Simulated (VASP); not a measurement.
A run of VASP 6.6.1:

Contents of INCAR:

```
PREC     = Accurate       # precision mode
ENCUT    = 520            # plane-wave cutoff, eV
EDIFF    = 1E-6           # SCF threshold, eV
ISMEAR   = 0              # smearing method
SIGMA    = 0.1            # smearing width, eV
LREAL    = F              # projectors in reciprocal space
LASPH    = T              # aspherical terms in the spheres
NELM     = 60             # most SCF steps
ALGO     = Normal         # electronic algorithm
ISIF     = 2              # what is computed and relaxed
LWAVE    = F              # write WAVECAR
LCHARG   = T              # write CHGCAR
GGA      = PE             # functional
LELF     = T              # ELF
LVHAR    = T            
NBANDS   = 42             # bands
```

KPOINTS

```
Automatic mesh
0
Gamma
  6 6 2
```

File POSCAR:

```
CuRu4
1.0
    4.0811398093     -0.0000000036      0.0000000000
   -2.0405699016      3.5343707531      0.0000000000
    0.0000000000      0.0000000000      7.4180747365
Cu Ru
1 4
Direct
    0.0000000000      0.0000000000      0.0000000000
    0.3333333333      0.6666666667      0.5000000000
    0.6666666667      0.3333333333      0.5000000000
    0.0000000000      0.0000000000      0.3173681265
    0.0000000000      0.0000000000      0.6826318735
```

Potentials or basis: VASP PAW PBE potentials, release 64 (Cu, Ru_pv).

Command:

```console
$ cat potpaw_PBE.64/Cu/POTCAR potpaw_PBE.64/Ru_pv/POTCAR > POTCAR
$ mpirun -np 1 vasp_std > vasp.out
```

Hardware: 1 thread of Intel(R) Xeon(R) 6975P-C (Granite Rapids) (shared host).

Task: How long does it take, and how much memory?

Result: Run time: 45 s on 1 thread of Intel(R) Xeon(R) 6975P-C (Granite Rapids), with other jobs on the host, peak memory 0.23 GiB. Counts: scf iterations 19, k points 14.
